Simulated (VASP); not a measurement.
Input of a VASP 6.6.1 run:

Contents of INCAR:

```
ALGO = Normal ; EDIFF = 1E-6
ENCUT = 520 ; GGA = PE
ISIF = 2 ; ISMEAR = -1
LASPH = True ; LCHARG = False
LREAL = False ; LWAVE = False
NBANDS = 25 ; NELM = 80
PREC = Accurate ; SIGMA = 0.1
```

The input KPOINTS:

```
k-points
0
Gamma
  12 9 9
```

POSCAR

```
AlRu
1.0
    0.0000000000      0.0000000000      3.0043569641
    3.0043569641     -3.0043569641      0.0000000000
    3.0043569641      3.0043569641      0.0000000000
Ru Al
2 2
Direct
    0.0000000000      0.0000000000      0.0000000000
    0.0000000000      0.5000000000      0.5000000000
    0.5000000000      0.5000000000      0.0000000000
    0.5000000000      0.0000000000      0.5000000000
```

Potentials or basis: VASP PAW PBE potentials, release 64 (Ru_pv, Al).

Command:

```console
$ cat potpaw_PBE.64/Ru_pv/POTCAR potpaw_PBE.64/Al/POTCAR > POTCAR
$ mpirun -np 1 vasp_std > vasp.out
```

(1) Predict the pressure.

(2) Predict the band gap on the k mesh.

Results:

(1) 0.0 GPa.

(2) zero (bands 17 and 18 overlap by 2.68 eV).
